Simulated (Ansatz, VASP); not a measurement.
**Te: VASP beside Ansatz**

INCAR

```
  PREC = Accurate
  ENCUT = 520
  EDIFF = 1E-6
  ISMEAR = -1
  SIGMA = 0.05
  LREAL = False
  LASPH = True
  NELM = 100
  ALGO = Normal
  ISIF = 2
  LWAVE = False
  LCHARG = False
  NBANDS = 16
```

Contents of KPOINTS:

```
Automatic mesh
0
Gamma
  7 7 5
```

File POSCAR:

```
Te
1.0
    4.5126119846      0.0000000000      0.0000000000
   -2.2563059923      3.9080366161      0.0000000000
    0.0000000000      0.0000000000      6.0019563082
Te
3
Direct
    0.7310000000      0.7310000000      0.0000000000
    0.0000000000      0.2690000000      0.6666666667
    0.2690000000      0.0000000000      0.3333333333
```

File input.yaml:

```yaml
crystal:
  lattice:
    - [4.5126119846, 0.0, 0.0]
    - [-2.2563059923, 3.9080366161, 0.0]
    - [0.0, 0.0, 6.0019563082]
  atoms:
    - { symbol: Te, position: [0.731, 0.731, 0.0] }
    - { symbol: Te, position: [0.0, 0.269, 0.6666666667] }
    - { symbol: Te, position: [0.269, 0.0, 0.3333333333] }
hamiltonian:
  xc: lda
  pseudopotentials: { kind: paw }
kpoints:
  mp_grid: { grid: [7, 7, 5] }
scf:
  occupations: { method: fermi_dirac, width: 0.05 }
output:
  forces: true
  stress: true
  eigenvalues: true
```

Alike in both runs: task single point; functional LDA; k mesh 7 × 7 × 5; occupations fermi-dirac, width 0.05 eV; no spin polarisation.

|  | VASP | Ansatz |
| --- | --- | --- |
| version | VASP 6.6.1 | Ansatz 0.2.0 |
| potentials or method | VASP PAW LDA potentials, release 64 (Te) | Ansatz PAW |
| plane-wave cutoff (eV) | 520 | 420 |
| valence electrons in the cell | 18 | 48 |

|  | VASP | Ansatz | Ansatz less VASP |
| --- | --- | --- | --- |
| gap on the k mesh at the Fermi level (eV) | 0.58 | 0.59 | +0.005 |
| least direct gap on the mesh (eV) | 0.72 | 0.73 | +0.009 |
| pressure (GPa) | -3.5 | -3.6 | -0.08 |
| traceless stress, the component that is largest in VASP (GPa) | -0.46 | -0.51 | -0.048 |
| rms of the force components (eV/Å) | 0.063 | 0.076 | +0.0134 |

LDA's correlation is that of Perdew and Zunger in VASP and of Perdew and Wang (1992) in Ansatz. Atom by atom the forces differ by 0.013 eV/Å (rms over components). VASP's potentials hold 18 valence electrons a cell and Ansatz's 48, so a difference there can come from the potentials and not from the codes.

Spin-orbit coupling is off throughout. Noted on Ansatz's run: odd divisions of the mesh miss points on the zone boundary, where band edges often lie, so the gap on the mesh can be too wide.
